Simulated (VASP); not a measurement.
# NaH (Fm-3m) in VASP: single point with PBE

Aim: the single point of NaH with PBE.

All numbers are computed with VASP 6.6.1; they aren't measurements. Logs are shortened: lines on timing, memory, paths and dates and some standing lists are left out, and cuts for length are marked.

**1. The cell of the first run**

The structure is cubic, space group Fm-3m (No. 225). Conventional cell: a = 4.880 Å, b = 4.880 Å, c = 4.880 Å, α = 90.00°, β = 90.00°, γ = 90.00°. Within 3.2 Å of Na (site symmetry m-3m) lie 6 H at 2.44 Å. H (site symmetry m-3m) has 6 Na at 2.44 Å within 3.2 Å.

**2. Single point, PBE**

The input, INCAR:

```
SYSTEM = NaH
PREC = Accurate ; ENCUT = 500
EDIFF = 1E-6 ; ISMEAR = 0
SIGMA = 0.01 ; LREAL = .False.
LASPH = .True. ; NELM = 120
ALGO = Normal ; ISIF = 2
LWAVE = .False. ; LCHARG = .False.
GGA = PE ; NBANDS = 11
GGA_COMPAT = .False.
```

The input, KPOINTS:

```
Automatic mesh
0
Gamma
  4 4 4
  0 0 0
```

The input, POSCAR:

```
NaH
1.0
    0.0000000000      2.4400000000      2.4400000000
    2.4400000000      0.0000000000      2.4400000000
    2.4400000000      2.4400000000      0.0000000000
Na H
1 1
Direct
    0.0000000000      0.0000000000      0.0000000000
    0.5000000000      0.5000000000      0.5000000000
```

Potentials or basis: VASP PAW PBE potentials, release 64 (Na_pv, H).

Command:

```
$ cat potpaw_PBE.64/Na_pv/POTCAR potpaw_PBE.64/H/POTCAR > POTCAR
$ mpirun -np 1 vasp_std > vasp.out
```

OUTCAR:

```text
SYSTEM = NaH
   PREC = Accurate
   ENCUT = 500
   EDIFF = 1E-6
   ISMEAR = 0
   LREAL = .False.
   LASPH = .True.
   NELM = 120
   ISIF = 2
   GGA = PE

 ion  position               nearest neighbor table
   1  0.000  0.000  0.000-
   2  0.500  0.500  0.500-

  LATTYP: Found a face centered cubic cell.
 ALAT       =     4.8800000000

  Lattice vectors:

 A1 = (   0.0000000000,   2.4400000000,   2.4400000000)
 A2 = (   2.4400000000,   0.0000000000,   2.4400000000)
 A3 = (   2.4400000000,   2.4400000000,   0.0000000000)

Analysis of symmetry for initial positions (statically):
=====================================================================
 Subroutine PRICEL returns:
 Original cell was already a primitive cell.

 Routine SETGRP: Setting up the symmetry group for a
 face centered cubic supercell.

 Subroutine GETGRP returns: Found 48 space group operations
 (whereof 48 operations were pure point group operations)
 out of a pool of 48 trial point group operations.

The static configuration has the point symmetry O_h .

Analysis of symmetry for dynamics (positions and initial velocities):
=====================================================================
 Subroutine PRICEL returns:
 Original cell was already a primitive cell.

 Routine SETGRP: Setting up the symmetry group for a
 face centered cubic supercell.

 Subroutine GETGRP returns: Found 48 space group operations
 (whereof 48 operations were pure point group operations)
 out of a pool of 48 trial point group operations.

The dynamic configuration has the point symmetry O_h .

 Subroutine INISYM returns: Found 48 space group operations
 (whereof 48 operations are pure point group operations),
 and found     1 'primitive' translations

----------------------------------------------------------------------------------------

                                     Primitive cell

  volume of cell :      29.0536

  direct lattice vectors                    reciprocal lattice vectors
     0.000000000  2.440000000  2.440000000    -0.204918033  0.204918033  0.204918033
     2.440000000  0.000000000  2.440000000     0.204918033 -0.204918033  0.204918033
     2.440000000  2.440000000  0.000000000     0.204918033  0.204918033 -0.204918033

  length of vectors
     3.450681092  3.450681092  3.450681092     0.354928444  0.354928444  0.354928444

  position of ions in fractional coordinates (direct lattice)
     0.000000000  0.000000000  0.000000000
     0.500000000  0.500000000  0.500000000

  ion indices of the primitive-cell ions
   primitive index   ion index
                 1           1
                 2           2

----------------------------------------------------------------------------------------

 KPOINTS: Automatic mesh

Automatic generation of k-mesh.
 Grid dimensions read from file:
 generate k-points for:    4    4    4

 Generating k-lattice:

  Cartesian coordinates                     Fractional coordinates (reciprocal lattice)
    -0.051229508  0.051229508  0.051229508     0.250000000  0.000000000  0.000000000
     0.051229508 -0.051229508  0.051229508     0.000000000  0.250000000  0.000000000
     0.051229508  0.051229508 -0.051229508     0.000000000  0.000000000  0.250000000

  Length of vectors
     0.088732111  0.088732111  0.088732111

  Shift w.r.t. Gamma in fractional coordinates (k-lattice)
     0.000000000  0.000000000  0.000000000

 Subroutine IBZKPT returns following result:
 ===========================================

 Found      8 irreducible k-points:

 Following reciprocal coordinates:
            Coordinates               Weight
  0.000000  0.000000  0.000000      1.000000
  0.250000  0.000000  0.000000      8.000000
  0.500000  0.000000  0.000000      4.000000
  0.250000  0.250000  0.000000      6.000000
  0.500000  0.250000  0.000000     24.000000
 -0.250000  0.250000  0.000000     12.000000
  0.500000  0.500000  0.000000      3.000000
 -0.250000  0.500000  0.250000      6.000000
   k-points           NKPTS =      8   k-points in BZ     NKDIM =      8   number of bands    NBANDS=     11
   number of dos      NEDOS =    301   number of ions     NIONS =      2
   total plane-waves  NPLWV =  21952
   dimension x,y,z NGX =    28 NGY =   28 NGZ =   28
   dimension x,y,z NGXF=    56 NGYF=   56 NGZF=   56
   ions per type =               1   1
   NGX,Y,Z   is equivalent  to a cutoff of  13.49, 13.49, 13.49 a.u.
   NGXF,Y,Z  is equivalent  to a cutoff of  26.98, 26.98, 26.98 a.u.
 SYSTEM =  NaH
   PREC   = accura    normal or accurate (medium, high low for compatibility)
   ISTART =      0    job   : 0-new  1-cont  2-samecut
   ICHARG =      2    charge: 1-file 2-atom 10-const
   ISPIN  =      1    spin polarized calculation?
   LNONCOLLINEAR =      F non collinear calculations
   LSORBIT =      F    spin-orbit coupling
   LASPH  =      T    aspherical Exc in radial PAW
   ENCUT  =  500.0 eV  36.75 Ry    6.06 a.u.   6.29  6.29  6.29*2*pi/ulx,y,z
   NELM   =    120;   NELMIN=  2; NELMDL= -5     # of ELM steps
   EDIFF  = 0.1E-05   stopping-criterion for ELM
   LREAL  =      F    real-space projection
   EDIFFG = 0.1E-04   stopping-criterion for IOM
   NSW    =      0    number of steps for IOM
   IBRION =     -1    ionic relax: 0-MD 1-quasi-New 2-CG
   NFREE  =      0    steps in history (QN), initial steepest desc. (CG)
   ISIF   =      2    stress and relaxation
   ISYM   =      2    0-nonsym 1-usesym 2-fastsym
   POTIM  = 0.5000    time-step for ionic-motion
   TEBEG  =    0.0;   TEEND  =   0.0 temperature during run
   PSTRESS=    0.0 pullay stress
   NELECT =       8.0000    total number of electrons
   NUPDOWN=      -1.0000    fix difference up-down
   EMIN   =  10.00;   EMAX   =-10.00  energy-range for DOS
   EFERMI =   0.00;   METHOD = LEGACY
   ISMEAR =     0;   SIGMA  =   0.01  broadening in eV -4-tet -1-fermi 0-gaus
   EFERMI_NEDOS =   21; number of points for ismear=-14 and -15
   IALGO  =     38    algorithm
   IMIX   =      4    mixing-type and parameters
     AMIX     =   0.40;   BMIX     =  1.00
     AMIX_MAG =   1.60;   BMIX_MAG =  1.00
  volume/ion in A,a.u.               =      14.53        98.03
  Fermi-wavevector in a.u.,A,eV,Ry     =   1.065054  2.012660 15.433636  1.134340
  Thomas-Fermi vector in A             =   2.200593
   LORBIT       =      0    0 simple, 1 ext, 2 COOP (PROOUT), +10 PAW based schemes
   GGA     = PE    functional components
   LHFCALC =     F    Hartree Fock is set to
   AEXX    =    0.0000 exact exchange contribution
   IVDW    =     0    specifies the selected vdW correction
   LEPSILON=     F    determine dielectric tensor
   LRPA    =     F    only Hartree local field effects (RPA)
 non-spin polarized calculation
 Gauss-broadening in eV      SIGMA  =   0.01
  energy-cutoff  :      500.00
  volume of cell :       29.05
 maximum number of plane-waves:       754
 NGX is ok and might be reduce to    28
   NGX = 13   NGY = 13   NGZ = 13

 number of electron       8.0000008 magnetization

 Free energy of the ion-electron system (eV)
  ---------------------------------------------------
  ext. energy  EPLUGINS =         0.00000000
  ---------------------------------------------------
  free energy    TOTEN  =        -5.08582489 eV

  energy without entropy =       -5.08582489  energy(sigma->0) =       -5.08582489

 E-fermi :  -1.0949     XC(G=0):  -7.6727

 val. band max:       -1.2058993435   @ k =  -0.2500   0.5000   0.2500
 cond. band min:       2.5062326358   @ k =   0.5000   0.0000   0.0000
 fundamental gap:      3.7121319792
 Fermi energy:        -1.0948762974

 k-point     1 :       0.0000    0.0000    0.0000
  band No.  band energies     occupation
      1     -23.3593      2.00000
      2     -23.3593      2.00000
      3     -23.3593      2.00000
      4      -4.7413      2.00000
      5       8.9573      0.00000
      6      14.1796      0.00000
      7      14.1796      0.00000
      8      14.1796      0.00000
      9      14.9674      0.00000
     10      14.9674      0.00000
     11      14.9674      0.00000

 k-point     2 :       0.2500    0.0000    0.0000
  band No.  band energies     occupation
      1     -23.4019      2.00000
      2     -23.3645      2.00000
      3     -23.3645      2.00000
      4      -3.7352      2.00000
      5       5.8827      0.00000
      6      10.1201      0.00000
      7      12.5903      0.00000
      8      12.5903      0.00000
      9      15.9438      0.00000
     10      15.9438      0.00000
     11      17.2525      0.00000

 k-point     3 :       0.5000    0.0000    0.0000
  band No.  band energies     occupation
      1     -23.4437      2.00000
      2     -23.3696      2.00000
      3     -23.3696      2.00000
      4      -2.0471      2.00000
      5       2.5062      0.00000
      6       9.3760      0.00000
      7      11.9977      0.00000
      8      11.9977      0.00000
      9      14.8541      0.00000
     10      14.8541      0.00000
     11      17.3323      0.00000

 k-point     4 :       0.2500    0.2500    0.0000
  band No.  band energies     occupation
      1     -23.3993      2.00000
      2     -23.3737      2.00000
      3     -23.3737      2.00000
      4      -3.4296      2.00000
      5       6.1322      0.00000
      6      10.2743      0.00000
      7      10.5605      0.00000
      8      10.5605      0.00000
      9      13.2175      0.00000
     10      18.0904      0.00000
     11      20.7469      0.00000

 k-point     5 :       0.5000    0.2500    0.0000
  band No.  band energies     occupation
      1     -23.4275      2.00000
      2     -23.3908      2.00000
      3     -23.3789      2.00000
      4      -1.8184      2.00000
      5       3.7679      0.00000
      6       6.4587      0.00000
      7      10.1783      0.00000
      8      11.0286      0.00000
      9      15.3813      0.00000
     10      18.3656      0.00000
     11      18.7871      0.00000

 k-point     6 :      -0.2500    0.2500    0.0000
  band No.  band energies     occupation
      1     -23.4193      2.00000
      2     -23.3926      2.00000
      3     -23.3697      2.00000
      4      -2.3685      2.00000
      5       4.5512      0.00000
      6       6.1424      0.00000
      7      11.6320      0.00000
      8      12.0441      0.00000
      9      16.8041      0.00000
     10      17.2936      0.00000
     11      18.2420      0.00000

 k-point     7 :       0.5000    0.5000    0.0000
  band No.  band energies     occupation
      1     -23.4349      2.00000
      2     -23.3882      2.00000
      3     -23.3882      2.00000
      4      -1.3762      2.00000
      5       3.3754      0.00000
      6       8.7191      0.00000
      7       9.2877      0.00000
      8       9.2877      0.00000
      9      10.2621      0.00000
     10      22.0750      0.00000
     11      23.9474      0.00000

 k-point     8 :      -0.2500    0.5000    0.2500
  band No.  band energies     occupation
      1     -23.4115      2.00000
      2     -23.4115      2.00000
      3     -23.3899      2.00000
      4      -1.2059      2.00000
      5       4.7496      0.00000
      6       4.7496      0.00000
      7       6.9915      0.00000
      8      14.8247      0.00000
      9      16.3093      0.00000
     10      16.3093      0.00000
     11      17.7418      0.00000

------------------------ aborting loop because EDIFF is reached ----------------------------------------

  FORCE on cell =-STRESS in cart. coord.  units (eV):
  Direction    XX          YY          ZZ          XY          YZ          ZX
  --------------------------------------------------------------------------------------
  -------------------------------------------------------------------------------------
  Total       -0.1316376     -0.1316376     -0.1316376     -0.0000000      0.0000000     -0.0000000
  in kB       -7.2592364     -7.2592364     -7.2592364     -0.0000000      0.0000000     -0.0000000
  external PRESSURE =      -7.2592364 kB  Pullay stress =       0.0000000 kB

 VOLUME and BASIS-vectors are now :
 -----------------------------------------------------------------------------
  energy-cutoff  :      500.00
  volume of cell :       29.05
      direct lattice vectors                 reciprocal lattice vectors
     0.000000000  2.440000000  2.440000000    -0.204918033  0.204918033  0.204918033
     2.440000000  0.000000000  2.440000000     0.204918033 -0.204918033  0.204918033
     2.440000000  2.440000000  0.000000000     0.204918033  0.204918033 -0.204918033

 POSITION                                       TOTAL-FORCE (eV/Angst)
 -----------------------------------------------------------------------------------
      0.00000      0.00000      0.00000         0.000000      0.000000      0.000000
      2.44000      2.44000      2.44000        -0.000000      0.000000     -0.000000
 -----------------------------------------------------------------------------------
    total drift:                               -0.000000     -0.000000     -0.000000

  FREE ENERGIE OF THE ION-ELECTRON SYSTEM (eV)
  ---------------------------------------------------
  free  energy   TOTEN  =        -5.0858248895 eV

  energy  without entropy=       -5.0858248895  energy(sigma->0) =       -5.08582489
```

Wall time 7.3 s (1 thread of Intel Xeon Platinum 8375C at 2.90GHz (Ice Lake), shared host); peak memory 0.14 GiB.

What came out:

```yaml
Free_energy: -5.0858 eV
Pressure: -0.7 GPa
Band_gap_on_the_k_mesh: 3.71 eV, indirect (least direct gap 4.55 eV)
```

Levels at points of the mesh, in eV from the valence-band top:
| k point | band 1 | band 2 | band 3 | band 4 | band 5 | band 6 | band 7 | band 8 |
| --- | --- | --- | --- | --- | --- | --- | --- | --- |
| (0.00, 0.00, 0.00) | -22.15 | -22.15 | -22.15 | -3.54 | 10.16 | 15.39 | 15.39 | 15.39 |
| (0.50, 0.00, 0.00) | -22.24 | -22.16 | -22.16 | -0.84 | 3.71 | 10.58 | 13.20 | 13.20 |
| (0.50, 0.50, 0.00) | -22.23 | -22.18 | -22.18 | -0.17 | 4.58 | 9.92 | 10.49 | 10.49 |

Caveat: the k points lie up to 0.56 Å⁻¹ apart.
